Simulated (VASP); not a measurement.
# K (Im-3m) in VASP: notebook

K is run at these levels: PBEsol; tasks: single point, relaxation of cell and atoms.

Program: VASP 6.6.1. These are calculated values, not measurements. Logs are shortened: lines on timing, memory, paths and dates and some standing lists are left out, and cuts for length are marked.

**1. The cell of the first run**

Symmetry: Im-3m, No. 229, cubic system. The conventional cell has a = 5.225 Å, b = 5.225 Å, c = 5.225 Å, α = 90.00°, β = 90.00°, γ = 90.00°.

**2. Single point, PBEsol**

INCAR

```
SYSTEM = K
PREC = Accurate
ENCUT = 520
EDIFF = 1E-7
ISMEAR = 0
SIGMA = 0.1
LREAL = .FALSE.
LASPH = .TRUE.
NELM = 100
ALGO = Normal
ISIF = 2
LWAVE = .FALSE.
LCHARG = .FALSE.
GGA = PS
NBANDS = 10
```

KPOINTS

```
regular mesh
0
G
  12 12 12
  0 0 0
```

POSCAR

```
K
1.0
   -2.6125000000      2.6125000000      2.6125000000
    2.6125000000     -2.6125000000      2.6125000000
    2.6125000000      2.6125000000     -2.6125000000
K
1
Direct
    0.0000000000      0.0000000000      0.0000000000
```

Potentials or basis: VASP PAW PBE potentials, release 64 (K_sv).

Started as:

```bash
$ cat potpaw_PBE.64/K_sv/POTCAR > POTCAR
$ mpirun -np 1 vasp_std > vasp.out
```

OUTCAR:

```text
SYSTEM = K
   PREC = Accurate
   ENCUT = 520
   EDIFF = 1E-7
   ISMEAR = 0
   LREAL = .FALSE.
   LASPH = .TRUE.
   NELM = 100
   ISIF = 2
   GGA = PS

 ion  position               nearest neighbor table
   1  0.000  0.000  0.000-

  LATTYP: Found a body centered cubic cell.
 ALAT       =     5.2250000000

  Lattice vectors:

 A1 = (  -2.6125000000,   2.6125000000,   2.6125000000)
 A2 = (   2.6125000000,  -2.6125000000,   2.6125000000)
 A3 = (   2.6125000000,   2.6125000000,  -2.6125000000)

Analysis of symmetry for initial positions (statically):
=====================================================================
 Subroutine PRICEL returns:
 Original cell was already a primitive cell.

 Routine SETGRP: Setting up the symmetry group for a
 body centered cubic supercell.

 Subroutine GETGRP returns: Found 48 space group operations
 (whereof 48 operations were pure point group operations)
 out of a pool of 48 trial point group operations.

The static configuration has the point symmetry O_h .

Analysis of symmetry for dynamics (positions and initial velocities):
=====================================================================
 Subroutine PRICEL returns:
 Original cell was already a primitive cell.

 Routine SETGRP: Setting up the symmetry group for a
 body centered cubic supercell.

 Subroutine GETGRP returns: Found 48 space group operations
 (whereof 48 operations were pure point group operations)
 out of a pool of 48 trial point group operations.

The dynamic configuration has the point symmetry O_h .

 Subroutine INISYM returns: Found 48 space group operations
 (whereof 48 operations are pure point group operations),
 and found     1 'primitive' translations

----------------------------------------------------------------------------------------

                                     Primitive cell

  volume of cell :      71.3229

  direct lattice vectors                    reciprocal lattice vectors
    -2.612500000  2.612500000  2.612500000     0.000000000  0.191387560  0.191387560
     2.612500000 -2.612500000  2.612500000     0.191387560  0.000000000  0.191387560
     2.612500000  2.612500000 -2.612500000     0.191387560  0.191387560  0.000000000

  length of vectors
     4.524982735  4.524982735  4.524982735     0.270662883  0.270662883  0.270662883

  position of ions in fractional coordinates (direct lattice)
     0.000000000  0.000000000  0.000000000

  ion indices of the primitive-cell ions
   primitive index   ion index
                 1           1

----------------------------------------------------------------------------------------

 KPOINTS: regular mesh

Automatic generation of k-mesh.
 Grid dimensions read from file:
 generate k-points for:   12   12   12

 Generating k-lattice:

  Cartesian coordinates                     Fractional coordinates (reciprocal lattice)
     0.000000000  0.015948963  0.015948963     0.083333333  0.000000000  0.000000000
     0.015948963  0.000000000  0.015948963     0.000000000  0.083333333  0.000000000
     0.015948963  0.015948963  0.000000000     0.000000000  0.000000000  0.083333333

  Length of vectors
     0.022555240  0.022555240  0.022555240

  Shift w.r.t. Gamma in fractional coordinates (k-lattice)
     0.000000000  0.000000000  0.000000000

 Subroutine IBZKPT returns following result:
 ===========================================

 Found     72 irreducible k-points:

 Following reciprocal coordinates:
            Coordinates               Weight
  0.000000  0.000000  0.000000      1.000000
  0.083333  0.000000  0.000000     12.000000
  0.166667  0.000000  0.000000     12.000000
  0.250000  0.000000  0.000000     12.000000
  0.333333  0.000000  0.000000     12.000000
  0.416667  0.000000  0.000000     12.000000
[... 16 lines left out ...]
  0.333333  0.083333  0.083333     24.000000
  0.416667  0.083333  0.083333     12.000000
 [... further k-points ...]
   k-points           NKPTS =     72   k-points in BZ     NKDIM =     72   number of bands    NBANDS=     10
   number of dos      NEDOS =    301   number of ions     NIONS =      1
   total plane-waves  NPLWV =  46656
   dimension x,y,z NGX =    36 NGY =   36 NGZ =   36
   dimension x,y,z NGXF=    72 NGYF=   72 NGZF=   72
   ions per type =               1
   NGX,Y,Z   is equivalent  to a cutoff of  13.23, 13.23, 13.23 a.u.
   NGXF,Y,Z  is equivalent  to a cutoff of  26.45, 26.45, 26.45 a.u.
 SYSTEM =  K
   PREC   = accura    normal or accurate (medium, high low for compatibility)
   ISTART =      0    job   : 0-new  1-cont  2-samecut
   ICHARG =      2    charge: 1-file 2-atom 10-const
   ISPIN  =      1    spin polarized calculation?
   LNONCOLLINEAR =      F non collinear calculations
   LSORBIT =      F    spin-orbit coupling
   LASPH  =      T    aspherical Exc in radial PAW
   ENCUT  =  520.0 eV  38.22 Ry    6.18 a.u.   8.41  8.41  8.41*2*pi/ulx,y,z
   NELM   =    100;   NELMIN=  2; NELMDL= -5     # of ELM steps
   EDIFF  = 0.1E-06   stopping-criterion for ELM
   LREAL  =      F    real-space projection
   EDIFFG = 0.1E-05   stopping-criterion for IOM
   NSW    =      0    number of steps for IOM
   IBRION =     -1    ionic relax: 0-MD 1-quasi-New 2-CG
   NFREE  =      0    steps in history (QN), initial steepest desc. (CG)
   ISIF   =      2    stress and relaxation
   ISYM   =      2    0-nonsym 1-usesym 2-fastsym
   POTIM  = 0.5000    time-step for ionic-motion
   TEBEG  =    0.0;   TEEND  =   0.0 temperature during run
   PSTRESS=    0.0 pullay stress
   NELECT =       9.0000    total number of electrons
   NUPDOWN=      -1.0000    fix difference up-down
   EMIN   =  10.00;   EMAX   =-10.00  energy-range for DOS
   EFERMI =   0.00;   METHOD = LEGACY
   ISMEAR =     0;   SIGMA  =   0.10  broadening in eV -4-tet -1-fermi 0-gaus
   EFERMI_NEDOS =   21; number of points for ismear=-14 and -15
   IALGO  =     38    algorithm
   IMIX   =      4    mixing-type and parameters
     AMIX     =   0.40;   BMIX     =  1.00
     AMIX_MAG =   1.60;   BMIX_MAG =  1.00
  volume/ion in A,a.u.               =      71.32       481.31
  Fermi-wavevector in a.u.,A,eV,Ry     =   0.821131  1.551714  9.173822  0.674257
  Thomas-Fermi vector in A             =   1.932236
   LORBIT       =      0    0 simple, 1 ext, 2 COOP (PROOUT), +10 PAW based schemes
   GGA     = PS    functional components
   LHFCALC =     F    Hartree Fock is set to
   AEXX    =    0.0000 exact exchange contribution
   IVDW    =     0    specifies the selected vdW correction
   LEPSILON=     F    determine dielectric tensor
   LRPA    =     F    only Hartree local field effects (RPA)
 non-spin polarized calculation
 Gauss-broadening in eV      SIGMA  =   0.10
  energy-cutoff  :      520.00
  volume of cell :       71.32
 maximum number of plane-waves:      1961
 NGX is ok and might be reduce to    36
   NGX = 17   NGY = 17   NGZ = 17

 number of electron       9.0000000 magnetization

 Free energy of the ion-electron system (eV)
  ---------------------------------------------------
  ext. energy  EPLUGINS =         0.00000000
  ---------------------------------------------------
  free energy    TOTEN  =        -1.13437005 eV

  energy without entropy =       -1.12950763  energy(sigma->0) =       -1.13193884

 E-fermi :  -0.1146     XC(G=0):  -5.7735

 val. band max:       -0.1354892961   @ k =   0.2500   0.2500   0.0000
 cond. band min:      -0.0691527716   @ k =   0.3333   0.1667   0.0000
 fundamental gap:      0.0663365245
 Fermi energy:        -0.1145650646

 k-point     1 :       0.0000    0.0000    0.0000
  band No.  band energies     occupation
      1     -32.0748      2.00000
      2     -15.5823      2.00000
      3     -15.5823      2.00000
      4     -15.5823      2.00000
      5      -2.3032      2.00000
      6       4.2249      0.00000
      7       4.2249      0.00000
      8       4.2249      0.00000
      9       5.1649      0.00000
     10       5.1649      0.00000

 k-point     2 :       0.0833    0.0000    0.0000
  band No.  band energies     occupation
      1     -32.0744      2.00000
      2     -15.5875      2.00000
      3     -15.5840      2.00000
      4     -15.5823      2.00000
      5      -2.2146      2.00000
      6       4.0941      0.00000
      7       4.1091      0.00000
      8       4.2965      0.00000
      9       5.0032      0.00000
     10       5.1415      0.00000

 k-point     3 :       0.1667    0.0000    0.0000
  band No.  band energies     occupation
      1     -32.0736      2.00000
      2     -15.6017      2.00000
      3     -15.5887      2.00000
      4     -15.5823      2.00000
      5      -1.9528      2.00000
      6       3.5879      0.00000
      7       3.8385      0.00000
      8       4.5092      0.00000
      9       4.9123      0.00000
     10       5.1056      0.00000

 k-point     4 :       0.2500    0.0000    0.0000
  band No.  band energies     occupation
      1     -32.0723      2.00000
      2     -15.6210      2.00000
      3     -15.5952      2.00000
      4     -15.5823      2.00000
      5      -1.5302      2.00000
      6       2.8559      0.00000
      7       3.5387      0.00000
      8       4.8568      0.00000
      9       4.9806      0.00000
     10       5.1194      0.00000

 k-point     5 :       0.3333    0.0000    0.0000
  band No.  band energies     occupation
      1     -32.0711      2.00000
      2     -15.6400      2.00000
      3     -15.6016      2.00000
      4     -15.5823      2.00000
      5      -0.9674      2.00000
      6       2.0712      0.00000
      7       3.2890      0.00000
      8       5.0077      0.00000
      9       5.2275      0.00000
     10       5.3288      0.00000

 k-point     6 :       0.4167    0.0000    0.0000
  band No.  band energies     occupation
      1     -32.0702      2.00000
      2     -15.6538      2.00000
      3     -15.6063      2.00000
      4     -15.5823      2.00000
      5      -0.2948      1.98921
      6       1.2764      0.00000
      7       3.1281      0.00000
      8       4.9093      0.00000
      9       5.4492      0.00000
     10       5.9104      0.00000
[... 183 lines left out ...]
 k-point    21 :       0.1667    0.0833    0.0833
  band No.  band energies     occupation
      1     -32.0720      2.00000
      2     -15.6269      2.00000
      3     -15.5930      2.00000
      4     -15.5865      2.00000
      5      -1.3645      2.00000
      6       2.8218      0.00000
      7       3.1228      0.00000
      8       4.8445      0.00000
      9       5.1408      0.00000
     10       5.2778      0.00000

 k-point    22 :       0.2500    0.0833    0.0833
  band No.  band energies     occupation
      1     -32.0709      2.00000
      2     -15.6407      2.00000
      3     -15.6015      2.00000
      4     -15.5868      2.00000
      5      -0.8081      2.00000
      6       2.1176      0.00000
      7       2.8817      0.00000
      8       4.8950      0.00000
      9       5.3082      0.00000
     10       5.4317      0.00000

 k-point    23 :       0.3333    0.0833    0.0833
  band No.  band energies     occupation
      1     -32.0701      2.00000
      2     -15.6501      2.00000
      3     -15.6083      2.00000
      4     -15.5870      2.00000
      5      -0.1420      1.30215
      6       1.3723      0.00000
      7       2.7333      0.00000
      8       4.7030      0.00000
      9       5.5730      0.00000
     10       5.6068      0.00000

 k-point    24 :       0.4167    0.0833    0.0833
  band No.  band energies     occupation
      1     -32.0698      2.00000
      2     -15.6535      2.00000
      3     -15.6109      2.00000
      4     -15.5871      2.00000
      5       0.5205      0.00000
      6       0.6850      0.00000
      7       2.6834      0.00000
      8       4.5958      0.00000
      9       5.7099      0.00000
     10       5.7248      0.00000

 [... further k-points ...]

------------------------ aborting loop because EDIFF is reached ----------------------------------------

  FORCE on cell =-STRESS in cart. coord.  units (eV):
  Direction    XX          YY          ZZ          XY          YZ          ZX
  --------------------------------------------------------------------------------------
  -------------------------------------------------------------------------------------
  Total       -0.0128021     -0.0128021     -0.0128021      0.0000000      0.0000000     -0.0000000
  in kB       -0.2875829     -0.2875829     -0.2875829      0.0000000      0.0000000     -0.0000000
  external PRESSURE =      -0.2875829 kB  Pullay stress =       0.0000000 kB

 VOLUME and BASIS-vectors are now :
 -----------------------------------------------------------------------------
  energy-cutoff  :      520.00
  volume of cell :       71.32
      direct lattice vectors                 reciprocal lattice vectors
    -2.612500000  2.612500000  2.612500000     0.000000000  0.191387560  0.191387560
     2.612500000 -2.612500000  2.612500000     0.191387560  0.000000000  0.191387560
     2.612500000  2.612500000 -2.612500000     0.191387560  0.191387560  0.000000000

 POSITION                                       TOTAL-FORCE (eV/Angst)
 -----------------------------------------------------------------------------------
      0.00000      0.00000      0.00000        -0.000000     -0.000000      0.000000
 -----------------------------------------------------------------------------------
    total drift:                               -0.000000      0.000000      0.000000

  FREE ENERGIE OF THE ION-ELECTRON SYSTEM (eV)
  ---------------------------------------------------
  free  energy   TOTEN  =        -1.1343700546 eV

  energy  without entropy=       -1.1295076305  energy(sigma->0) =       -1.13193884
```

It took 24 s on 1 thread of Intel Xeon Platinum 8559C (Emerald Rapids), shared host; peak memory 0.21 GiB.

What came out:

| Item | Value |
| --- | --- |
| Free energy | -1.1344 eV |
| Pressure | 0.0 GPa |

Levels at points of the mesh, in eV from the Fermi level:
| k point | band 1 | band 2 | band 3 | band 4 | band 5 | band 6 | band 7 | band 8 |
| --- | --- | --- | --- | --- | --- | --- | --- | --- |
| (0.00, 0.00, 0.00) | -31.96 | -15.47 | -15.47 | -15.47 | -2.19 | 4.34 | 4.34 | 4.34 |
| (0.50, 0.00, 0.00) | -31.96 | -15.54 | -15.49 | -15.47 | 0.46 | 0.72 | 3.19 | 4.95 |
| (0.50, 0.50, 0.50) | -31.95 | -15.52 | -15.52 | -15.52 | 1.67 | 1.67 | 3.56 | 3.56 |

Caveat: the PAW data sets were made with another functional, which shifts forces and pressure a little.

**3. Single point, PBEsol (volume scaled by 1.03)**

INCAR

```
SYSTEM = K
PREC     = Accurate       ! precision mode
ENCUT    = 520            ! plane-wave cutoff, eV
EDIFF    = 1E-7           ! SCF threshold, eV
ISMEAR   = 0              ! smearing method
SIGMA    = 0.1            ! smearing width, eV
LREAL    = .FALSE.        ! projectors in reciprocal space
LASPH    = .TRUE.         ! aspherical terms in the spheres
NELM     = 100            ! most SCF steps
ALGO     = Normal         ! electronic algorithm
ISIF     = 2              ! what is computed and relaxed
LWAVE    = .FALSE.        ! write WAVECAR
LCHARG   = .FALSE.        ! write CHGCAR
GGA      = PS             ! functional
NBANDS   = 10             ! bands
```

KPOINTS is that of step 2.

POSCAR

```
K
1.0
   -2.6383680190      2.6383680190      2.6383680190
    2.6383680190     -2.6383680190      2.6383680190
    2.6383680190      2.6383680190     -2.6383680190
K
1
Direct
    0.0000000000      0.0000000000      0.0000000000
```

Potentials or basis: VASP PAW PBE potentials, release 64 (K_sv).

Started as:

```bash
$ cat potpaw_PBE.64/K_sv/POTCAR > POTCAR
$ mpirun -np 1 vasp_std > vasp.out
```

It took 26 s on 1 thread of Intel Xeon Platinum 8559C (Emerald Rapids), shared host; peak memory 0.21 GiB.

Results (log left out):

- Free energy: -1.1335 eV
- Pressure: -0.1 GPa

Levels at points of the mesh, in eV from the Fermi level:
| k point | band 1 | band 2 | band 3 | band 4 | band 5 | band 6 | band 7 | band 8 | band 9 |
| --- | --- | --- | --- | --- | --- | --- | --- | --- | --- |
| (0.00, 0.00, 0.00) | -31.98 | -15.49 | -15.49 | -15.49 | -2.15 | 4.31 | 4.31 | 4.31 | 5.23 |
| (0.50, 0.00, 0.00) | -31.98 | -15.56 | -15.51 | -15.49 | 0.46 | 0.70 | 3.18 | 4.89 | 5.76 |
| (0.50, 0.50, 0.50) | -31.97 | -15.54 | -15.54 | -15.54 | 1.69 | 1.69 | 3.48 | 3.48 | 3.48 |

Caveat: the PAW data sets were made with another functional, which shifts forces and pressure a little.

(Continued in part 2 of 2.)
